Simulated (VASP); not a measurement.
Input of a VASP 6.6.1 run:

The input INCAR:

```
PREC = Accurate ; ENCUT = 520
EDIFF = 1E-6 ; ISMEAR = -1
SIGMA = 0.02 ; LREAL = False
LASPH = True ; NELM = 100
ALGO = Normal ; ISIF = 2
LWAVE = False ; LCHARG = False
GGA = PE ; NBANDS = 18
```

Contents of KPOINTS:

```
Automatic mesh
0
Gamma
  9 9 9
```

Contents of POSCAR:

```
HfO2
1.0
    0.0000000000      2.5488082158      2.5488082158
    2.5488082158      0.0000000000      2.5488082158
    2.5488082158      2.5488082158      0.0000000000
Hf O
1 2
Direct
    0.0000000000      0.0000000000      0.0000000000
    0.2500000000      0.2500000000      0.2500000000
    0.7500000000      0.7500000000      0.7500000000
```

Potentials or basis: VASP PAW PBE potentials, release 64 (Hf_pv, O).

Run with:

```sh
$ cat potpaw_PBE.64/Hf_pv/POTCAR potpaw_PBE.64/O/POTCAR > POTCAR
$ mpirun -np 1 vasp_std > vasp.out
```

What does it give for the pressure?

-3.6 GPa.

What does it give for the band gap on the k mesh?

3.87 eV, indirect (least direct gap 3.98 eV).

Caveat: spin-orbit coupling is left out, which moves the levels of the heavy elements. A k mesh can miss the band edges.
